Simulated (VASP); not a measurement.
Here is a VASP 6.6.1 calculation.

The input INCAR:

```
SYSTEM = KHfAs
PREC = Accurate
ENCUT = 520
EDIFF = 1E-7
ISMEAR = 0
SIGMA = 0.1
LREAL = .FALSE.
LASPH = .TRUE.
NELM = 100
ALGO = Normal
ISIF = 2
LWAVE = .FALSE.
LCHARG = .FALSE.
GGA = PE
NBANDS = 19
```

The input KPOINTS:

```
Automatic mesh
0
G
  6 6 4
  0 0 0
```

Contents of POSCAR:

```
KHfAs
1.0
    4.4938717000      0.0000000000      0.0000000000
   -2.2469358500      3.8918070500      0.0000000000
    0.0000000000      0.0000000000      5.3632863100
K Hf As
1 1 1
Direct
    0.0000000000      0.0000000000      0.0000000000
    0.6666666700      0.3333333300      0.5000000000
    0.3333333300      0.6666666700      0.5000000000
```

Potentials or basis: VASP PAW PBE potentials, release 64 (K_sv, Hf_pv, As).

Launch:

```bash
$ cat potpaw_PBE.64/K_sv/POTCAR potpaw_PBE.64/Hf_pv/POTCAR potpaw_PBE.64/As/POTCAR > POTCAR
$ mpirun -np 1 vasp_std > vasp.out
```

Question: Predict the band gap on the k mesh.

Answer: Zero (bands 12 and 13 overlap by 0.67 eV).

Question: Predict the pressure.

Answer: 1.7 GPa.

Stress tensor (GPa, compression positive):
```
1.87 0.00 0.00
0.00 1.87 0.00
0.00 0.00 1.33
```

Caveat: spin-orbit coupling is left out, which moves the levels of the heavy elements.
